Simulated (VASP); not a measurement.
Here is a VASP 6.6.1 calculation.

Contents of INCAR:

```
ALGO = Normal
EDIFF = 1E-8
ENCUT = 520
IBRION = 8
ISIF = 2
ISMEAR = -1
LASPH = T
LCHARG = T
LREAL = F
LWAVE = F
NBANDS = 18
NELM = 80
NSW = 1
PREC = Accurate
SIGMA = 0.05
```

KPOINTS

```
k-points
0
Gamma
  14 14 10
```

Contents of POSCAR:

```
TiNi
1.0
    2.6886645908      0.0000000000      0.0000000000
    0.0000000000      2.6886645908      0.0000000000
    0.0000000000      0.0000000000      3.4031188882
Ti Ni
1 1
Direct
    0.5000000000      0.5000000000      0.5000000000
    0.0000000000      0.0000000000      0.0000000000
```

Potentials or basis: VASP PAW LDA potentials, release 64 (Ti_sv, Ni).

Launch:

```console
$ cat potpaw_LDA.64/Ti_sv/POTCAR potpaw_LDA.64/Ni/POTCAR > POTCAR
$ mpirun -np 1 vasp_std > vasp.out
```

(1) What does it give for the highest phonon frequency at Γ?

## Answers

(1) 249 cm⁻¹.

Caveat: the cell stands under pressure or tension, which shifts response properties.
